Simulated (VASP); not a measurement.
# Sr2NbN2O2 (I4/mmm) in VASP: notebook

Runs on Sr2NbN2O2. Level: PBE. Tasks: single point.

Program: VASP 6.6.1. These are calculated values, not measurements. Logs are shortened: lines on timing, memory, paths and dates and some standing lists are left out, and cuts for length are marked.

## Step 1: The cell of the first run

Symmetry: I4/mmm, No. 139, tetragonal system. Conventional cell: a = 4.090 Å, b = 4.090 Å, c = 13.093 Å, α = 90.00°, β = 90.00°, γ = 90.00°. Within 2.7 Å of Nb (site symmetry 4/mmm) lie 4 N at 2.04 Å and 2 O at 2.13 Å. Sr (site symmetry 4mm) has 5 O at 2.48 to 2.90 Å and 4 N at 2.82 Å within 3.3 Å. Within 3.0 Å of O (site symmetry 4mm) lie 1 Nb at 2.13 Å and 5 Sr at 2.48 to 2.90 Å and 4 N at 2.95 Å. N (site symmetry mmm) has 2 Nb at 2.04 Å within 2.7 Å.

## Step 2: Single point, PBE

The input, INCAR:

```
SYSTEM = Sr2NbN2O2
ALGO     = Normal         ! electronic algorithm
EDIFF    = 1E-7           ! SCF threshold, eV
ENCUT    = 520            ! plane-wave cutoff, eV
GGA      = PE             ! functional
ISIF     = 2              ! what is computed and relaxed
ISMEAR   = -1             ! smearing method
LASPH    = .True.         ! aspherical terms in the spheres
LCHARG   = .False.        ! write CHGCAR
LREAL    = .False.        ! projectors in reciprocal space
LWAVE    = .False.        ! write WAVECAR
NBANDS   = 36             ! bands
NELM     = 100            ! most SCF steps
PREC     = Accurate       ! precision mode
SIGMA    = 0.05           ! smearing width, eV
```

The input, KPOINTS:

```
k-points
0
Gamma
  9 9 9
  0 0 0
```

The input, POSCAR:

```
Sr2NbN2O2
1.0
   -2.0449822199      2.0449822199      6.5465868976
    2.0449822199     -2.0449822199      6.5465868976
    2.0449822199      2.0449822199     -6.5465868976
Nb Sr O N
1 2 2 2
Direct
    0.0000000000      0.0000000000      0.0000000000
    0.6483240000      0.6483240000      0.0000000000
    0.3516760000      0.3516760000      0.0000000000
    0.8376350000      0.8376350000      0.0000000000
    0.1623650000      0.1623650000      0.0000000000
    0.0000000000      0.5000000000      0.5000000000
    0.5000000000      0.0000000000      0.5000000000
```

Potentials or basis: VASP PAW PBE potentials, release 64 (Nb_sv, Sr_sv, O, N).

Started as:

```sh
cat potpaw_PBE.64/Nb_sv/POTCAR potpaw_PBE.64/Sr_sv/POTCAR potpaw_PBE.64/O/POTCAR potpaw_PBE.64/N/POTCAR > POTCAR
mpirun -np 1 vasp_std > vasp.out
```

OUTCAR:

```text
SYSTEM = Sr2NbN2O2
   EDIFF = 1E-7
   ENCUT = 520
   GGA = PE
   ISIF = 2
   ISMEAR = -1
   LASPH = .True.
   LREAL = .False.
   NELM = 100
   PREC = Accurate

 ion  position               nearest neighbor table
   1  0.000  0.000  0.000-   6 2.04   7 2.04   6 2.04   7 2.04   4 2.13   5 2.13   2 3.48   3 3.48
                             2 3.48   3 3.48   2 3.48   3 3.48   2 3.48   3 3.48
   2  0.648  0.648  0.000-   4 2.48   6 2.82   7 2.82   7 2.82   6 2.82   5 2.90   5 2.90   5 2.90
                             5 2.90   1 3.48   1 3.48   1 3.48   1 3.48   3 3.88   3 3.93   3 3.93
   3  0.352  0.352  0.000-   5 2.48   7 2.82   6 2.82   6 2.82   7 2.82   4 2.90   4 2.90   4 2.90
                             4 2.90   1 3.48   1 3.48   1 3.48   1 3.48   2 3.88   2 3.93   2 3.93
   4  0.838  0.838  0.000-   1 2.13   2 2.48   3 2.90   3 2.90   3 2.90   3 2.90
   5  0.162  0.162  0.000-   1 2.13   3 2.48   2 2.90   2 2.90   2 2.90   2 2.90
   6  0.000  0.500  0.500-   1 2.04   1 2.04   3 2.82   2 2.82   2 2.82   3 2.82
   7  0.500  0.000  0.500-   1 2.04   1 2.04   3 2.82   2 2.82   3 2.82   2 2.82

  LATTYP: Found a body centered tetragonal cell.
 ALAT       =     4.0899644398
 C/A-ratio  =     3.2012928200

  Lattice vectors:

 A1 = (  -2.0449822199,   2.0449822199,   6.5465868976)
 A2 = (   2.0449822199,  -2.0449822199,   6.5465868976)
 A3 = (   2.0449822199,   2.0449822199,  -6.5465868976)

Analysis of symmetry for initial positions (statically):
=====================================================================
 Subroutine PRICEL returns:
 Original cell was already a primitive cell.

 Routine SETGRP: Setting up the symmetry group for a
 body centered tetragonal supercell.

 Subroutine GETGRP returns: Found 16 space group operations
 (whereof 16 operations were pure point group operations)
 out of a pool of 16 trial point group operations.

The static configuration has the point symmetry D_4h.

Analysis of symmetry for dynamics (positions and initial velocities):
=====================================================================
 Subroutine PRICEL returns:
 Original cell was already a primitive cell.

 Routine SETGRP: Setting up the symmetry group for a
 body centered tetragonal supercell.

 Subroutine GETGRP returns: Found 16 space group operations
 (whereof 16 operations were pure point group operations)
 out of a pool of 16 trial point group operations.

The dynamic configuration has the point symmetry D_4h.

 Subroutine INISYM returns: Found 16 space group operations
 (whereof 16 operations are pure point group operations),
 and found     1 'primitive' translations

----------------------------------------------------------------------------------------

                                     Primitive cell

  volume of cell :     109.5101

  direct lattice vectors                    reciprocal lattice vectors
    -2.044982220  2.044982220  6.546586898     0.000000000  0.244500903  0.076375676
     2.044982220 -2.044982220  6.546586898     0.244500903  0.000000000  0.076375676
     2.044982220  2.044982220 -6.546586898     0.244500903  0.244500903  0.000000000

  length of vectors
     7.156934020  7.156934020  7.156934020     0.256152173  0.256152173  0.345776493

  position of ions in fractional coordinates (direct lattice)
     0.000000000  0.000000000  0.000000000
     0.648324000  0.648324000  0.000000000
     0.351676000  0.351676000  0.000000000
     0.837635000  0.837635000  0.000000000
     0.162365000  0.162365000  0.000000000
     0.000000000  0.500000000  0.500000000
     0.500000000  0.000000000  0.500000000

  ion indices of the primitive-cell ions
   primitive index   ion index
                 1           1
                 2           2
                 3           3
                 4           4
                 5           5
                 6           6
                 7           7

----------------------------------------------------------------------------------------

 KPOINTS: k-points

Automatic generation of k-mesh.
 Grid dimensions read from file:
 generate k-points for:    9    9    9

 Generating k-lattice:

  Cartesian coordinates                     Fractional coordinates (reciprocal lattice)
     0.000000000  0.027166767  0.008486186     0.111111111  0.000000000  0.000000000
     0.027166767  0.000000000  0.008486186     0.000000000  0.111111111  0.000000000
     0.027166767  0.027166767  0.000000000     0.000000000  0.000000000  0.111111111

  Length of vectors
     0.028461353  0.028461353  0.038419610

  Shift w.r.t. Gamma in fractional coordinates (k-lattice)
     0.000000000  0.000000000  0.000000000

 Subroutine IBZKPT returns following result:
 ===========================================

 Found     75 irreducible k-points:

 Following reciprocal coordinates:
            Coordinates               Weight
  0.000000  0.000000  0.000000      1.000000
  0.111111 -0.000000  0.000000      8.000000
  0.222222  0.000000 -0.000000      8.000000
  0.333333  0.000000  0.000000      8.000000
  0.444444  0.000000 -0.000000      8.000000
  0.111111  0.111111  0.000000      8.000000
[... 16 lines left out ...]
 -0.333333  0.333333  0.000000      4.000000
  0.444444  0.444444 -0.000000      8.000000
 [... further k-points ...]
   k-points           NKPTS =     75   k-points in BZ     NKDIM =     75   number of bands    NBANDS=     36
   number of dos      NEDOS =    301   number of ions     NIONS =      7
   total plane-waves  NPLWV = 157464
   dimension x,y,z NGX =    54 NGY =   54 NGZ =   54
   dimension x,y,z NGXF=   108 NGYF=  108 NGZF=  108
   ions per type =               1   2   2   2
   NGX,Y,Z   is equivalent  to a cutoff of  12.54, 12.54, 12.54 a.u.
   NGXF,Y,Z  is equivalent  to a cutoff of  25.09, 25.09, 25.09 a.u.
 SYSTEM =  Sr2NbN2O2
   PREC   = accura    normal or accurate (medium, high low for compatibility)
   ISTART =      0    job   : 0-new  1-cont  2-samecut
   ICHARG =      2    charge: 1-file 2-atom 10-const
   ISPIN  =      1    spin polarized calculation?
   LNONCOLLINEAR =      F non collinear calculations
   LSORBIT =      F    spin-orbit coupling
   LASPH  =      T    aspherical Exc in radial PAW
   ENCUT  =  520.0 eV  38.22 Ry    6.18 a.u.  13.31 13.31 13.31*2*pi/ulx,y,z
   NELM   =    100;   NELMIN=  2; NELMDL= -5     # of ELM steps
   EDIFF  = 0.1E-06   stopping-criterion for ELM
   LREAL  =      F    real-space projection
   EDIFFG = 0.1E-05   stopping-criterion for IOM
   NSW    =      0    number of steps for IOM
   IBRION =     -1    ionic relax: 0-MD 1-quasi-New 2-CG
   NFREE  =      0    steps in history (QN), initial steepest desc. (CG)
   ISIF   =      2    stress and relaxation
   ISYM   =      2    0-nonsym 1-usesym 2-fastsym
   POTIM  = 0.5000    time-step for ionic-motion
   TEBEG  =    0.0;   TEEND  =   0.0 temperature during run
   PSTRESS=    0.0 pullay stress
   NELECT =      55.0000    total number of electrons
   NUPDOWN=      -1.0000    fix difference up-down
   EMIN   =  10.00;   EMAX   =-10.00  energy-range for DOS
   EFERMI =   0.00;   METHOD = LEGACY
   ISMEAR =    -1;   SIGMA  =   0.05  broadening in eV -4-tet -1-fermi 0-gaus
   EFERMI_NEDOS =   21; number of points for ismear=-14 and -15
   IALGO  =     38    algorithm
   IMIX   =      4    mixing-type and parameters
     AMIX     =   0.40;   BMIX     =  1.00
     AMIX_MAG =   1.60;   BMIX_MAG =  1.00
  volume/ion in A,a.u.               =      15.64       105.57
  Fermi-wavevector in a.u.,A,eV,Ry     =   1.301301  2.459102 23.039888  1.693384
  Thomas-Fermi vector in A             =   2.432443
   LORBIT       =      0    0 simple, 1 ext, 2 COOP (PROOUT), +10 PAW based schemes
   GGA     = PE    functional components
   LHFCALC =     F    Hartree Fock is set to
   AEXX    =    0.0000 exact exchange contribution
   IVDW    =     0    specifies the selected vdW correction
   LEPSILON=     F    determine dielectric tensor
   LRPA    =     F    only Hartree local field effects (RPA)
 non-spin polarized calculation
  energy-cutoff  :      520.00
  volume of cell :      109.51
 maximum number of plane-waves:      2972
 NGX is ok and might be reduce to    54
   NGX = 27   NGY = 27   NGZ = 27

 number of electron      54.9999995 magnetization

 Free energy of the ion-electron system (eV)
  ---------------------------------------------------
  ext. energy  EPLUGINS =         0.00000000
  ---------------------------------------------------
  free energy    TOTEN  =       -52.36852997 eV

  energy without entropy =      -52.33325301  energy(sigma->0) =      -52.35089149

 E-fermi :   3.3753     XC(G=0): -10.2724

 val. band max:        3.3722317056   @ k =  -0.4444   0.2222  -0.0000
 cond. band min:       3.3794921963   @ k =   0.4444   0.2222  -0.0000
 fundamental gap:      0.0072604906
 Fermi energy:         3.3753245639

 k-point     1 :       0.0000    0.0000    0.0000
  band No.  band energies     occupation
      1     -51.2289      2.00000
      2     -29.9451      2.00000
      3     -29.9027      2.00000
      4     -27.3419      2.00000
      5     -27.3419      2.00000
      6     -27.2809      2.00000
[... 28 lines left out ...]
     35       8.9133      0.00000
     36       9.4936      0.00000

 k-point     2 :       0.1111   -0.0000    0.0000
  band No.  band energies     occupation
      1     -51.2288      2.00000
      2     -29.9429      2.00000
      3     -29.9026      2.00000
      4     -27.3495      2.00000
      5     -27.3414      2.00000
      6     -27.2807      2.00000
[... 28 lines left out ...]
     35       9.1183      0.00000
     36       9.8080      0.00000
[... 817 lines left out ...]
     35      10.3364      0.00000
     36      10.7901      0.00000

 k-point    24 :       0.4444    0.4444   -0.0000
  band No.  band energies     occupation
      1     -51.2262      2.00000
      2     -29.9080      2.00000
      3     -29.8991      2.00000
      4     -27.4038      2.00000
      5     -27.4036      2.00000
      6     -27.2755      2.00000
[... 28 lines left out ...]
     35       9.6538      0.00000
     36      11.1047      0.00000

 [... further k-points ...]

------------------------ aborting loop because EDIFF is reached ----------------------------------------

  FORCE on cell =-STRESS in cart. coord.  units (eV):
  Direction    XX          YY          ZZ          XY          YZ          ZX
  --------------------------------------------------------------------------------------
  -------------------------------------------------------------------------------------
  Total       -2.5615277     -2.5615277     -2.9271742      0.0000000      0.0000000     -0.0000000
  in kB      -37.4762077    -37.4762077    -42.8257675      0.0000000      0.0000000     -0.0000000
  external PRESSURE =     -39.2593943 kB  Pullay stress =       0.0000000 kB

 VOLUME and BASIS-vectors are now :
 -----------------------------------------------------------------------------
  energy-cutoff  :      520.00
  volume of cell :      109.51
      direct lattice vectors                 reciprocal lattice vectors
    -2.044982220  2.044982220  6.546586898     0.000000000  0.244500903  0.076375676
     2.044982220 -2.044982220  6.546586898     0.244500903  0.000000000  0.076375676
     2.044982220  2.044982220 -6.546586898     0.244500903  0.244500903  0.000000000

 POSITION                                       TOTAL-FORCE (eV/Angst)
 -----------------------------------------------------------------------------------
      0.00000      0.00000      0.00000         0.000000      0.000000      0.000000
      0.00000      0.00000      8.48862         0.000000      0.000000      0.048996
      0.00000      0.00000      4.60455         0.000000      0.000000     -0.048996
      0.00000      0.00000     10.96730        -0.000000     -0.000000      0.422479
      0.00000      0.00000      2.12587        -0.000000     -0.000000     -0.422479
      2.04498      0.00000      0.00000         0.000000      0.000000      0.000000
      0.00000      2.04498      0.00000         0.000000      0.000000      0.000000
 -----------------------------------------------------------------------------------
    total drift:                               -0.000000      0.000000      0.000000

  FREE ENERGIE OF THE ION-ELECTRON SYSTEM (eV)
  ---------------------------------------------------
  free  energy   TOTEN  =       -52.3685299672 eV

  energy  without entropy=      -52.3332530102  energy(sigma->0) =      -52.35089149
```

Wall time 7 min (1 thread of Intel Xeon 6975P-C (Granite Rapids), shared host); peak memory 0.59 GiB.

What came out:

```
Free energy            : -52.3685 eV
Pressure               : -3.9 GPa
Largest force          : 0.422 eV/Å
Band gap on the k mesh : zero (an odd number of electrons rules out a gap without spin polarisation)
```

Forces in eV/Å, atoms in the order of the input:
```
Nb   0.000  0.000  0.000
Sr   0.000  0.000  0.049
Sr   0.000  0.000 -0.049
O    0.000  0.000  0.422
O    0.000  0.000 -0.422
N    0.000  0.000  0.000
N    0.000  0.000  0.000
```

Caveat: the cell stands under tension; an odd number of electrons without spin polarisation forces a metal; a magnetic or distorted state may lie lower.

## Step 3: Single point, PBE

This run uses another cell than the first one, of 15.95 Å³/atom.

The input, INCAR:

```
  ALGO = Normal
  EDIFF = 1E-7
  ENCUT = 520
  GGA = PE
  ISIF = 2
  ISMEAR = -1
  LASPH = True
  LCHARG = False
  LREAL = False
  LWAVE = False
  NBANDS = 36
  NELM = 80
  PREC = Accurate
  SIGMA = 0.05
```

The input, KPOINTS:

```
k-points
0
Gamma
  9 9 9
```

POSCAR: that of step 2 with these lines changed.

```diff
@@ -2,5 +2,5 @@
 1.0
-   -2.0449822199      2.0449822199      6.5465868976
-    2.0449822199     -2.0449822199      6.5465868976
-    2.0449822199      2.0449822199     -6.5465868976
+   -2.0582616973      2.0582616973      6.5890983933
+    2.0582616973     -2.0582616973      6.5890983933
+    2.0582616973      2.0582616973     -6.5890983933
 Nb Sr O N
```

Potentials or basis: VASP PAW PBE potentials, release 64 (Nb_sv, Sr_sv, O, N).

Started as:

```sh
cat potpaw_PBE.64/Nb_sv/POTCAR potpaw_PBE.64/Sr_sv/POTCAR potpaw_PBE.64/O/POTCAR potpaw_PBE.64/N/POTCAR > POTCAR
mpirun -np 1 vasp_std > vasp.out
```

Run time: 7.1 min. Hardware: 1 thread of Intel Xeon 6975P-C (Granite Rapids), shared host; peak memory 0.6 GiB.

Results (log left out):

```yaml
Free_energy: -52.3029 eV
Pressure: -6.1 GPa
Largest_force: 0.517 eV/Å
Band_gap_on_the_k_mesh: zero (an odd number of electrons rules out a gap without spin polarisation)
```

Forces in eV/Å, atoms in the order of the input:
```
Nb   0.000  0.000  0.000
Sr   0.000  0.000  0.042
Sr   0.000  0.000 -0.042
O    0.000  0.000  0.517
O    0.000  0.000 -0.517
N    0.000  0.000  0.000
N    0.000  0.000  0.000
```

Stress tensor (GPa, compression positive):
```
-5.88  0.00  0.00
 0.00 -5.88  0.00
 0.00  0.00 -6.47
```

Levels at points of the mesh, in eV from the Fermi level:
```tsv
k point	band 25	band 26	band 27	band 28	band 29	band 30
(0.00, 0.00, 0.00)	-0.82	-0.42	0.49	0.49	1.14	2.12
```

Caveat: the cell stands under tension; an odd number of electrons without spin polarisation forces a metal; a magnetic or distorted state may lie lower.

## Step 4: Single point, PBE

This run uses another cell than the first one, of 16.26 Å³/atom.

The input, INCAR:

```
PREC = Accurate ; ENCUT = 520
EDIFF = 1E-6 ; ISMEAR = -1
SIGMA = 0.05 ; LREAL = F
LASPH = T ; NELM = 100
ALGO = Normal ; ISIF = 2
LWAVE = F ; LCHARG = T
GGA = PE ; LELF = T
LVHAR = T ; NBANDS = 36
```

The input, KPOINTS:

```
Automatic mesh
0
Gamma
  9 9 9
```

POSCAR: that of step 3 with these lines changed.

```diff
@@ -2,5 +2,5 @@
 1.0
-   -2.0582616973      2.0582616973      6.5890983933
-    2.0582616973     -2.0582616973      6.5890983933
-    2.0582616973      2.0582616973     -6.5890983933
+   -2.0713719979      2.0713719979      6.6310683044
+    2.0713719979     -2.0713719979      6.6310683044
+    2.0713719979      2.0713719979     -6.6310683044
 Nb Sr O N
```

Started as:

```sh
cat potpaw_PBE.64/Nb_sv/POTCAR potpaw_PBE.64/Sr_sv/POTCAR potpaw_PBE.64/O/POTCAR potpaw_PBE.64/N/POTCAR > POTCAR
mpirun -np 1 vasp_std > vasp.out
```

Run time: 7.5 min. Hardware: 1 thread of Intel Xeon 6975P-C (Granite Rapids), shared host; peak memory 0.6 GiB.

Results (log left out):

| Property | Result |
| --- | --- |
| Free energy | -52.2098 eV |
| Pressure | -8.0 GPa |
| Largest force | 0.604 eV/Å |
| Band gap on the k mesh | zero (an odd number of electrons rules out a gap without spin polarisation) |

Forces on the atoms (eV/Å):
```
Nb   0.000  0.000  0.000
Sr   0.000  0.000  0.033
Sr   0.000  0.000 -0.033
O    0.000  0.000  0.604
O    0.000  0.000 -0.604
N    0.000  0.000  0.000
N    0.000  0.000  0.000
```

Stress tensor (GPa, compression positive):
```
-7.81  0.00  0.00
 0.00 -7.81  0.00
 0.00  0.00 -8.43
```

Levels at points of the mesh, in eV from the Fermi level:
```
           k point  band 23  band 24  band 25  band 26  band 27  band 28  band 29  band 30  band 31  band 32
(0.00, 0.00, 0.00)    -0.79    -0.79    -0.78    -0.42     0.47     0.47     1.13     2.09     2.09     3.28
```

Caveat: the cell stands under tension; an odd number of electrons without spin polarisation forces a metal; a magnetic or distorted state may lie lower.

## Step 5: Overview

```csv
cell,gap on the mesh (eV),pressure (GPa),largest force (eV/Å)
"a = 7.157 Å, angles 146.8, 146.8, 47.7°, 7 atoms",none,-3.9,0.42
"a = 7.203 Å, angles 146.8, 146.8, 47.7°, 7 atoms",none,-6.1,0.52
"a = 7.249 Å, angles 146.8, 146.8, 47.7°, 7 atoms",none,-8.0,0.60
```

Alike in all rows: task single point; level PBE; potentials or basis VASP PAW PBE potentials, release 64 (Nb_sv, Sr_sv, O, N); no spin polarisation; k mesh 9 × 9 × 9; cutoff (eV) 520; smearing fermi-dirac 0.05 eV.

Caveats: the cell stands under tension; an odd number of electrons without spin polarisation forces a metal; a magnetic or distorted state may lie lower.

Total energies depend on the potentials used, so only differences within one code and one set of settings carry meaning.
